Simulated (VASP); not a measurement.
Set up this calculation in VASP 6.6.1, as the native input.

```yaml
Task: single point
Functional: r2SCAN
Potentials_or_basis: VASP PAW PBE potentials, release 64 (Cd, H, O)
Cutoff: 520 eV
k_mesh: 6 × 6 × 4
Occupations: gaussian, width 0.01 eV
Spin: no spin polarisation
Dipole_correction: no
Further_INCAR_settings: ALGO = Normal; EDIFF = 1e-06; NBANDS = 21
```

The system is CdH2O2.

```xyz
5
Lattice="3.5446 0.0000 0.0000 -1.7723 3.0697 0.0000 0.0000 0.0000 4.6814" Properties=species:S:1:pos:R:3 pbc="T T T"
Cd    0.0000    0.0000    0.0000
H     1.7723    1.0232    2.5792
H     0.0000    2.0465    2.1021
O     1.7723    1.0232    3.5549
O     0.0000    2.0465    1.1265
```

These files were run (other wordings do the same):

POSCAR

```
CdH2O2
1.0
    3.5445812515      0.0000000000      0.0000000000
   -1.7722906258      3.0696975874      0.0000000000
    0.0000000000      0.0000000000      4.6813524675
Cd H O
1 2 2
Direct
    0.0000000000      0.0000000000      0.0000000000
    0.6666666667      0.3333333333      0.5509610000
    0.3333333333      0.6666666667      0.4490390000
    0.6666666667      0.3333333333      0.7593720000
    0.3333333333      0.6666666667      0.2406280000
```

INCAR.step1

```
SYSTEM = CdH2O2
  ALGO = Normal
  EDIFF = 1E-4
  ENCUT = 520
  GGA = PE
  ISMEAR = 0
  LASPH = .True.
  LCHARG = .False.
  LREAL = .False.
  LWAVE = .True.
  NBANDS = 21
  NELM = 80
  PREC = Accurate
  SIGMA = 0.01
```

INCAR.step2

```
SYSTEM = CdH2O2
  ALGO = Normal
  EDIFF = 1E-6
  ENCUT = 520
  ISIF = 2
  ISMEAR = 0
  ISTART = 1
  LASPH = .True.
  LCHARG = .False.
  LMIXTAU = .True.
  LREAL = .False.
  LWAVE = .False.
  METAGGA = R2SCAN
  NBANDS = 21
  NELM = 80
  PREC = Accurate
  SIGMA = 0.01
```

KPOINTS

```
k-points
0
Gamma
  6 6 4
  0 0 0
```

Potentials or basis: VASP PAW PBE potentials, release 64 (Cd, H, O).

Run with:

```console
$ cat potpaw_PBE.64/Cd/POTCAR potpaw_PBE.64/H/POTCAR potpaw_PBE.64/O/POTCAR > POTCAR
$ cp INCAR.step1 INCAR
$ mpirun -np 1 vasp_std > vasp.out
$ cp INCAR.step2 INCAR
$ mpirun -np 1 vasp_std > vasp.out
```

Results of the run:

| Property | Result |
| --- | --- |
| Pressure | -2.7 GPa |
| Largest force | 0.369 eV/Å |
| Band gap on the k mesh | 2.18 eV (least direct gap 2.52 eV) |

Caveat: the PAW data sets were made with another functional, which shifts forces and pressure a little.

It took 63 s on 1 thread of Intel(R) Xeon(R) 6975P-C (Granite Rapids) (shared host), peak memory 0.18 GiB.
